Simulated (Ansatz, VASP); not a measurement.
LiCl: VASP beside Ansatz

```
CELL_PARAMETERS angstrom
0.00000 2.56477 2.56477
2.56477 0.00000 2.56477
2.56477 2.56477 0.00000
ATOMIC_POSITIONS crystal
Cl 0.50000 0.50000 0.50000
Li 0.00000 0.00000 0.00000
```

Alike in both runs: task relaxation of cell and atoms; functional PBEsol-based global hybrid; k mesh 5 × 5 × 5; occupations fermi-dirac, width 0.05 eV; no spin polarisation.

|  | VASP | Ansatz |
| --- | --- | --- |
| version | VASP 6.6.1 | Ansatz 0.2.0 |
| potentials or method | VASP PAW PBE potentials, release 64 (Cl, Li_sv) | Ansatz PAW |
| plane-wave cutoff (eV) | 600 | 420 |
| valence electrons in the cell | 10 | 10 |

```csv
,VASP,Ansatz,Ansatz less VASP
"gap on the k mesh at the Fermi level, each at its own relaxed structure (eV)",8.62,8.58,-0.038
relaxed volume (Å³/atom),16.03,16.08,+0.053
relaxed cell length with the largest relative difference (Å),3.566,3.570,+0.0039
```

VASP's potentials were made for PBE, not for PBEsol-based global hybrid.

The k mesh is coarse, so the values compare programs but aren't converged. Noted on VASP's run: the cutoff is short for stress, so the pressure is rough. Noted on Ansatz's run: odd divisions of the mesh miss points on the zone boundary, where band edges often lie, so the gap on the mesh can be too wide; the plane-wave basis is chosen anew once the cell has moved, so the energies of steps on either side of that aren't comparable.
